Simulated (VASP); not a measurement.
# Tl3O2 (P-3m1) in VASP: notebook

Runs on Tl3O2. Level: r2SCAN. Tasks: single point.

Everything below comes from runs of VASP 6.6.1. Logs are shortened: lines on timing, memory, paths and dates and some standing lists are left out, and cuts for length are marked.

## 1. The cell of the first run

It takes space group P-3m1 (No. 164, trigonal). Conventional cell: a = 4.204 Å, b = 4.204 Å, c = 6.540 Å, α = 90.00°, β = 90.00°, γ = 120.00°. Tl (site symmetry -3m) has 6 O at 2.91 Å and 6 Tl at 3.36 Å within 3.8 Å. Tl (site symmetry 3m) has 4 O at 2.53 to 2.62 Å and 6 Tl at 3.08 to 3.36 Å within 3.4 Å. Within 3.3 Å of O (site symmetry 3m) lie 7 Tl at 2.53 to 2.91 Å.

## 2. Single point, r2SCAN

Contents of POSCAR:

```
Tl3O2
1.0
    4.2036880621      0.0000000000      0.0000000000
   -2.1018440311      3.6405006514      0.0000000000
    0.0000000000      0.0000000000      6.5402557921
Tl O
3 2
Direct
    0.0000000000      0.0000000000      0.0000000000
    0.3333333333      0.6666666667      0.6450000000
    0.6666666667      0.3333333333      0.3550000000
    0.3333333333      0.6666666667      0.2450000000
    0.6666666667      0.3333333333      0.7550000000
```

Contents of INCAR.step1:

```
SYSTEM = Tl3O2
  PREC = Accurate
  ENCUT = 520
  ISMEAR = 0
  SIGMA = 0.1
  LREAL = .False.
  LASPH = .True.
  NELM = 60
  NBANDS = 34
  GGA = PE
  ALGO = Normal
  EDIFF = 1E-4
  LWAVE = .True.
  LCHARG = .False.
```

Contents of INCAR.step2:

```
SYSTEM = Tl3O2
  PREC = Accurate
  ENCUT = 520
  EDIFF = 1E-6
  ISMEAR = 0
  SIGMA = 0.1
  LREAL = .False.
  LASPH = .True.
  NELM = 60
  ALGO = Normal
  ISIF = 2
  LWAVE = .False.
  LCHARG = .False.
  METAGGA = R2SCAN
  LMIXTAU = .True.
  NBANDS = 34
  ISTART = 1
```

Contents of KPOINTS:

```
regular mesh
0
Gamma
  6 6 4
  0 0 0
```

Potentials or basis: VASP PAW PBE potentials, release 64 (Tl_d, O).

Run with:

```
$ cat potpaw_PBE.64/Tl_d/POTCAR potpaw_PBE.64/O/POTCAR > POTCAR
$ cp INCAR.step1 INCAR
$ mpirun -np 1 vasp_std > vasp.out
$ cp INCAR.step2 INCAR
$ mpirun -np 1 vasp_std > vasp.out
```

OUTCAR:

```text
SYSTEM = Tl3O2
   PREC = Accurate
   ENCUT = 520
   EDIFF = 1E-6
   ISMEAR = 0
   LREAL = .False.
   LASPH = .True.
   NELM = 60
   ISIF = 2
   METAGGA = R2SCAN
   ISTART = 1

 ion  position               nearest neighbor table
   1  0.000  0.000  0.000-   4 2.91   5 2.91   5 2.91   4 2.91   5 2.91   4 2.91   2 3.36   3 3.36
                             2 3.36   3 3.36   3 3.36   2 3.36
   2  0.333  0.667  0.645-   5 2.53   5 2.53   5 2.53   4 2.62   3 3.08   3 3.08   3 3.08   1 3.36
                             1 3.36   1 3.36
   3  0.667  0.333  0.355-   4 2.53   4 2.53   4 2.53   5 2.62   2 3.08   2 3.08   2 3.08   1 3.36
                             1 3.36   1 3.36
   4  0.333  0.667  0.245-   3 2.53   3 2.53   3 2.53   2 2.62   1 2.91   1 2.91   1 2.91
   5  0.667  0.333  0.755-   2 2.53   2 2.53   2 2.53   3 2.62   1 2.91   1 2.91   1 2.91

  LATTYP: Found a hexagonal cell.
 ALAT       =     4.2036880621
 C/A-ratio  =     1.5558375635

  Lattice vectors:

 A1 = (   4.2036880621,   0.0000000000,   0.0000000000)
 A2 = (  -2.1018440311,   3.6405006514,   0.0000000000)
 A3 = (   0.0000000000,   0.0000000000,   6.5402557921)

Analysis of symmetry for initial positions (statically):
=====================================================================
 Subroutine PRICEL returns:
 Original cell was already a primitive cell.

 Routine SETGRP: Setting up the symmetry group for a
 hexagonal supercell.

 Subroutine GETGRP returns: Found 12 space group operations
 (whereof 12 operations were pure point group operations)
 out of a pool of 24 trial point group operations.

The static configuration has the point symmetry D_3d.

Analysis of symmetry for dynamics (positions and initial velocities):
=====================================================================
 Subroutine PRICEL returns:
 Original cell was already a primitive cell.

 Routine SETGRP: Setting up the symmetry group for a
 hexagonal supercell.

 Subroutine GETGRP returns: Found 12 space group operations
 (whereof 12 operations were pure point group operations)
 out of a pool of 24 trial point group operations.

The dynamic configuration has the point symmetry D_3d.

 Subroutine INISYM returns: Found 12 space group operations
 (whereof 12 operations are pure point group operations),
 and found     1 'primitive' translations

----------------------------------------------------------------------------------------

                                     Primitive cell

  volume of cell :     100.0890

  direct lattice vectors                    reciprocal lattice vectors
     4.203688062  0.000000000  0.000000000     0.237886348  0.137343747  0.000000000
    -2.101844031  3.640500651  0.000000000     0.000000000  0.274687494  0.000000000
     0.000000000  0.000000000  6.540255792     0.000000000  0.000000000  0.152899219

  length of vectors
     4.203688062  4.203688062  6.540255792     0.274687494  0.274687494  0.152899219

  position of ions in fractional coordinates (direct lattice)
     0.000000000  0.000000000  0.000000000
     0.333333333  0.666666667  0.645000000
     0.666666667  0.333333333  0.355000000
     0.333333333  0.666666667  0.245000000
     0.666666667  0.333333333  0.755000000

  ion indices of the primitive-cell ions
   primitive index   ion index
                 1           1
                 2           2
                 3           3
                 4           4
                 5           5

----------------------------------------------------------------------------------------

 KPOINTS: regular mesh

Automatic generation of k-mesh.
 Grid dimensions read from file:
 generate k-points for:    6    6    4

 Generating k-lattice:

  Cartesian coordinates                     Fractional coordinates (reciprocal lattice)
     0.039647725  0.022890624  0.000000000     0.166666667 -0.000000000  0.000000000
     0.000000000  0.045781249  0.000000000     0.000000000  0.166666667  0.000000000
     0.000000000  0.000000000  0.038224805     0.000000000  0.000000000  0.250000000

  Length of vectors
     0.045781249  0.045781249  0.038224805

  Shift w.r.t. Gamma in fractional coordinates (k-lattice)
     0.000000000  0.000000000  0.000000000

 Subroutine IBZKPT returns following result:
 ===========================================

 Found     24 irreducible k-points:

 Following reciprocal coordinates:
            Coordinates               Weight
  0.000000  0.000000  0.000000      1.000000
  0.166667 -0.000000  0.000000      6.000000
  0.333333 -0.000000  0.000000      6.000000
  0.500000  0.000000  0.000000      3.000000
  0.166667  0.166667  0.000000      6.000000
  0.333333  0.166667  0.000000     12.000000
[... 16 lines left out ...]
  0.333333  0.166667  0.500000     12.000000
  0.333333  0.333333  0.500000      2.000000
   k-points           NKPTS =     24   k-points in BZ     NKDIM =     24   number of bands    NBANDS=     34
   number of dos      NEDOS =    301   number of ions     NIONS =      5
   total plane-waves  NPLWV =  51200
   dimension x,y,z NGX =    32 NGY =   32 NGZ =   50
   dimension x,y,z NGXF=    64 NGYF=   64 NGZF=  100
   ions per type =               3   2
   NGX,Y,Z   is equivalent  to a cutoff of  12.66, 12.66, 12.71 a.u.
   NGXF,Y,Z  is equivalent  to a cutoff of  25.31, 25.31, 25.42 a.u.
 SYSTEM =  Tl3O2
   PREC   = accura    normal or accurate (medium, high low for compatibility)
   ISTART =      1    job   : 0-new  1-cont  2-samecut
   ICHARG =      0    charge: 1-file 2-atom 10-const
   ISPIN  =      1    spin polarized calculation?
   LNONCOLLINEAR =      F non collinear calculations
   LSORBIT =      F    spin-orbit coupling
   LASPH  =      T    aspherical Exc in radial PAW
   ENCUT  =  520.0 eV  38.22 Ry    6.18 a.u.   7.82  7.82 12.16*2*pi/ulx,y,z
   NELM   =     60;   NELMIN=  2; NELMDL=  0     # of ELM steps
   EDIFF  = 0.1E-05   stopping-criterion for ELM
   LREAL  =      F    real-space projection
   EDIFFG = 0.1E-04   stopping-criterion for IOM
   NSW    =      0    number of steps for IOM
   IBRION =     -1    ionic relax: 0-MD 1-quasi-New 2-CG
   NFREE  =      0    steps in history (QN), initial steepest desc. (CG)
   ISIF   =      2    stress and relaxation
   ISYM   =      2    0-nonsym 1-usesym 2-fastsym
   POTIM  = 0.5000    time-step for ionic-motion
   TEBEG  =    0.0;   TEEND  =   0.0 temperature during run
   PSTRESS=    0.0 pullay stress
   NELECT =      51.0000    total number of electrons
   NUPDOWN=      -1.0000    fix difference up-down
   EMIN   =  10.00;   EMAX   =-10.00  energy-range for DOS
   EFERMI =   0.00;   METHOD = LEGACY
   ISMEAR =     0;   SIGMA  =   0.10  broadening in eV -4-tet -1-fermi 0-gaus
   EFERMI_NEDOS =   21; number of points for ismear=-14 and -15
   IALGO  =     38    algorithm
   IMIX   =      4    mixing-type and parameters
     AMIX     =   0.40;   BMIX     =  1.00
     AMIX_MAG =   1.60;   BMIX_MAG =  1.00
  volume/ion in A,a.u.               =      20.02       135.09
  Fermi-wavevector in a.u.,A,eV,Ry     =   1.307584  2.470975 23.262897  1.709775
  Thomas-Fermi vector in A             =   2.438308
   LORBIT       =      0    0 simple, 1 ext, 2 COOP (PROOUT), +10 PAW based schemes
   METAGGA = R2SCAN    functional components
   LHFCALC =     F    Hartree Fock is set to
   AEXX    =    0.0000 exact exchange contribution
   IVDW    =     0    specifies the selected vdW correction
   LEPSILON=     F    determine dielectric tensor
   LRPA    =     F    only Hartree local field effects (RPA)
 non-spin polarized calculation
 Gauss-broadening in eV      SIGMA  =   0.10
  energy-cutoff  :      520.00
  volume of cell :      100.09
 maximum number of plane-waves:      2718
 NGX is ok and might be reduce to    32
   NGX = 15   NGY = 15   NGZ = 25

 number of electron      50.9999999 magnetization

 Free energy of the ion-electron system (eV)
  ---------------------------------------------------
  ext. energy  EPLUGINS =         0.00000000
  ---------------------------------------------------
  free energy    TOTEN  =      -173.03425434 eV

  energy without entropy =     -173.02476676  energy(sigma->0) =     -173.02951055

 E-fermi :   5.3173     XC(G=0): -10.8932

 val. band max:        5.3171670334   @ k =   0.3333   0.3333   0.0000
 cond. band min:       5.3655289998   @ k =   0.3333  -0.0000   0.0000
 fundamental gap:      0.0483619665
 Fermi energy:         5.3173495963

 k-point     1 :       0.0000    0.0000    0.0000
  band No.  band energies     occupation
      1     -12.9330      2.00000
      2     -12.7595      2.00000
      3      -6.5904      2.00000
      4      -6.5904      2.00000
      5      -6.3234      2.00000
      6      -6.3234      2.00000
[... 26 lines left out ...]
     33      13.7945      0.00000
     34      13.9042      0.00000

 k-point     2 :       0.1667   -0.0000    0.0000
  band No.  band energies     occupation
      1     -12.8944      2.00000
      2     -12.7512      2.00000
      3      -6.5613      2.00000
      4      -6.5356      2.00000
      5      -6.3040      2.00000
      6      -6.2770      2.00000
[... 26 lines left out ...]
     33      13.4810      0.00000
     34      13.6574      0.00000

 k-point     3 :       0.3333   -0.0000    0.0000
  band No.  band energies     occupation
      1     -12.8140      2.00000
      2     -12.7384      2.00000
      3      -6.4951      2.00000
      4      -6.4218      2.00000
      5      -6.2027      2.00000
      6      -6.1716      2.00000
[... 26 lines left out ...]
     33      13.2913      0.00000
     34      14.1773      0.00000
[... 704 lines left out ...]
 k-point    23 :       0.3333    0.1667    0.5000
  band No.  band energies     occupation
      1     -12.7609      2.00000
      2     -12.7389      2.00000
      3      -6.5050      2.00000
      4      -6.3758      2.00000
      5      -6.1680      2.00000
      6      -6.1317      2.00000
[... 26 lines left out ...]
     33      12.9264      0.00000
     34      14.4389      0.00000

 k-point    24 :       0.3333    0.3333    0.5000
  band No.  band energies     occupation
      1     -12.7388      2.00000
      2     -12.7388      2.00000
      3      -6.4751      2.00000
      4      -6.2460      2.00000
      5      -6.2460      2.00000
      6      -6.1559      2.00000
[... 26 lines left out ...]
     33      12.9784      0.00000
     34      13.5308      0.00000

------------------------ aborting loop because EDIFF is reached ----------------------------------------

  FORCE on cell =-STRESS in cart. coord.  units (eV):
  Direction    XX          YY          ZZ          XY          YZ          ZX
  --------------------------------------------------------------------------------------
  -------------------------------------------------------------------------------------
  Total        0.5958733      0.5958733      2.8807192     -0.0000000     -0.0000000      0.0000000
  in kB        9.5384586      9.5384586     46.1131920     -0.0000000     -0.0000000      0.0000000
  external PRESSURE =      21.7300364 kB  Pullay stress =       0.0000000 kB

 VOLUME and BASIS-vectors are now :
 -----------------------------------------------------------------------------
  energy-cutoff  :      520.00
  volume of cell :      100.09
      direct lattice vectors                 reciprocal lattice vectors
     4.203688062  0.000000000  0.000000000     0.237886348  0.137343747  0.000000000
    -2.101844031  3.640500651  0.000000000     0.000000000  0.274687494  0.000000000
     0.000000000  0.000000000  6.540255792     0.000000000  0.000000000  0.152899219

 POSITION                                       TOTAL-FORCE (eV/Angst)
 -----------------------------------------------------------------------------------
      0.00000      0.00000      0.00000        -0.000000      0.000000      0.000000
     -0.00000      2.42700      4.21846         0.000000      0.000000      0.900259
      2.10184      1.21350      2.32179        -0.000000      0.000000     -0.900259
     -0.00000      2.42700      1.60236        -0.000000      0.000000      0.156280
      2.10184      1.21350      4.93789        -0.000000      0.000000     -0.156280
 -----------------------------------------------------------------------------------
    total drift:                               -0.000000      0.000000      0.000000

  FREE ENERGIE OF THE ION-ELECTRON SYSTEM (eV)
  ---------------------------------------------------
  free  energy   TOTEN  =      -173.0342543427 eV

  energy  without entropy=     -173.0247667596  energy(sigma->0) =     -173.02951055
```

Wall time 5 min (1 thread of AMD EPYC 7R43 (Zen 3), shared host); peak memory 0.22 GiB.

What came out:

```yaml
Free_energy: -173.0343 eV
Pressure: 2.2 GPa
Largest_force: 0.900 eV/Å
Band_gap_on_the_k_mesh: zero (an odd number of electrons rules out a gap without spin polarisation)
```

Forces in eV/Å, atoms in the order of the input:
```
Tl   0.000  0.000  0.000
Tl   0.000  0.000  0.900
Tl   0.000  0.000 -0.900
O    0.000  0.000  0.156
O    0.000  0.000 -0.156
```

Caveat: the PAW data sets were made with another functional, which shifts forces and pressure a little; spin-orbit coupling is left out, which moves the levels of the heavy elements; an odd number of electrons without spin polarisation forces a metal; a magnetic or distorted state may lie lower.

## 3. Single point, r2SCAN

This run uses another cell than the first one, of 20.62 Å³/atom.

Contents of POSCAR:

```
Tl3O2
1.0
    3.9508177764      0.0000000000      0.0000000000
   -1.9754088882      3.4215085600      0.0000000000
    0.0000000000      0.0000000000      7.6259073787
Tl O
3 2
Direct
    0.0000000000      0.0000000000      0.0000000000
    0.3333333333      0.6666666667      0.6845643903
    0.6666666667      0.3333333333      0.3154356097
    0.3333333333      0.6666666667      0.3818520901
    0.6666666667      0.3333333333      0.6181479099
```

Contents of INCAR.step1:

```
SYSTEM = Tl3O2
ALGO = Normal
EDIFF = 1E-4
ENCUT = 520
GGA = PE
ISMEAR = 0
LASPH = .TRUE.
LCHARG = .FALSE.
LREAL = .FALSE.
LWAVE = .TRUE.
NBANDS = 34
NELM = 60
PREC = Accurate
SIGMA = 0.1
```

Contents of INCAR.step2:

```
SYSTEM = Tl3O2
ALGO = Normal
EDIFF = 1E-7
ENCUT = 520
ISIF = 2
ISMEAR = 0
ISTART = 1
LASPH = .TRUE.
LCHARG = .FALSE.
LMIXTAU = .TRUE.
LREAL = .FALSE.
LWAVE = .FALSE.
METAGGA = R2SCAN
NBANDS = 34
NELM = 60
PREC = Accurate
SIGMA = 0.1
```

Contents of KPOINTS:

```
k-points
0
G
  6 6 4
  0 0 0
```

Potentials or basis: VASP PAW PBE potentials, release 64 (Tl_d, O).

Run with:

```
$ cat potpaw_PBE.64/Tl_d/POTCAR potpaw_PBE.64/O/POTCAR > POTCAR
$ cp INCAR.step1 INCAR
$ mpirun -np 1 vasp_std > vasp.out
$ cp INCAR.step2 INCAR
$ mpirun -np 1 vasp_std > vasp.out
```

OUTCAR:

```text
SYSTEM = Tl3O2
   EDIFF = 1E-7
   ENCUT = 520
   ISIF = 2
   ISMEAR = 0
   ISTART = 1
   LASPH = .TRUE.
   LREAL = .FALSE.
   METAGGA = R2SCAN
   NELM = 60
   PREC = Accurate

 ion  position               nearest neighbor table
   1  0.000  0.000  0.000-   2 3.32   3 3.32   2 3.32   3 3.32   3 3.32   2 3.32
   2  0.333  0.667  0.685-   4 2.31   5 2.34   5 2.34   5 2.34   1 3.32   1 3.32   1 3.32   3 3.62
                             3 3.62   3 3.62
[... 1093 lines left out ...]
  Direction    XX          YY          ZZ          XY          YZ          ZX
  --------------------------------------------------------------------------------------
  -------------------------------------------------------------------------------------
  Total        0.1977297      0.1977297      0.4123431      0.0000000      0.0000000      0.0000000
  in kB        3.0731683      3.0731683      6.4087476      0.0000000      0.0000000      0.0000000
  external PRESSURE =       4.1850281 kB  Pullay stress =       0.0000000 kB

 VOLUME and BASIS-vectors are now :
 -----------------------------------------------------------------------------
  energy-cutoff  :      520.00
  volume of cell :      103.09
      direct lattice vectors                 reciprocal lattice vectors
     3.950817776  0.000000000  0.000000000     0.253112155  0.146134371  0.000000000
    -1.975408888  3.421508560  0.000000000     0.000000000  0.292268741  0.000000000
     0.000000000  0.000000000  7.625907379     0.000000000  0.000000000  0.131131936

 POSITION                                       TOTAL-FORCE (eV/Angst)
 -----------------------------------------------------------------------------------
      0.00000      0.00000      0.00000         0.000000      0.000000     -0.000000
     -0.00000      2.28101      5.22042        -0.000000      0.000000      0.073290
      1.97541      1.14050      2.40548         0.000000     -0.000000     -0.073290
     -0.00000      2.28101      2.91197         0.000000      0.000000     -0.004344
      1.97541      1.14050      4.71394        -0.000000     -0.000000      0.004344
 -----------------------------------------------------------------------------------
    total drift:                               -0.000000      0.000000      0.000000

  FREE ENERGIE OF THE ION-ELECTRON SYSTEM (eV)
  ---------------------------------------------------
  free  energy   TOTEN  =      -173.9341675432 eV

  energy  without entropy=     -173.9186383010  energy(sigma->0) =     -173.92640292
```

OSZICAR.step1:

```text
N       E                     dE             d eps       ncg     rms          rms(c)
DAV:   1     0.329336027364E+03    0.32934E+03   -0.26989E+04  1640   0.141E+03
DAV:   2    -0.622741902876E+01   -0.33556E+03   -0.32309E+03  1842   0.344E+02
DAV:   3    -0.231939717225E+02   -0.16967E+02   -0.16712E+02  1862   0.680E+01
DAV:   4    -0.233568802832E+02   -0.16291E+00   -0.16275E+00  1810   0.709E+00
DAV:   5    -0.233583550994E+02   -0.14748E-02   -0.14747E-02  1858   0.718E-01    0.161E+01
DAV:   6    -0.192472344864E+02    0.41111E+01   -0.24182E+01  1706   0.361E+01    0.131E+01
DAV:   7    -0.186672601637E+02    0.57997E+00   -0.43974E+00  1728   0.106E+01    0.697E+00
DAV:   8    -0.186414230843E+02    0.25837E-01   -0.74174E-01  1696   0.459E+00    0.789E-01
DAV:   9    -0.186371158176E+02    0.43073E-02   -0.23109E-02  1818   0.847E-01    0.325E-01
DAV:  10    -0.186353731524E+02    0.17427E-02   -0.10049E-02  1746   0.572E-01    0.925E-02
DAV:  11    -0.186354902750E+02   -0.11712E-03   -0.96644E-04  1574   0.184E-01    0.377E-02
DAV:  12    -0.186355278490E+02   -0.37574E-04   -0.17705E-04  1216   0.820E-02
   1 F= -.18635528E+02 E0= -.18627645E+02  d E =-.157658E-01
```

Wall time 7.5 min (1 thread of AMD EPYC 7R43 (Zen 3), shared host); peak memory 0.23 GiB.

Results:

| Property | Result |
| --- | --- |
| Free energy | -173.9342 eV |
| Pressure | 0.4 GPa |
| Largest force | 0.073 eV/Å |
| Band gap on the k mesh | zero (an odd number of electrons rules out a gap without spin polarisation) |

Forces in eV/Å, atoms in the order of the input:
```
Tl   0.000  0.000  0.000
Tl   0.000  0.000  0.073
Tl   0.000  0.000 -0.073
O    0.000  0.000 -0.004
O    0.000  0.000  0.004
```

Caveat: the PAW data sets were made with another functional, which shifts forces and pressure a little; spin-orbit coupling is left out, which moves the levels of the heavy elements; an odd number of electrons without spin polarisation forces a metal; a magnetic or distorted state may lie lower.
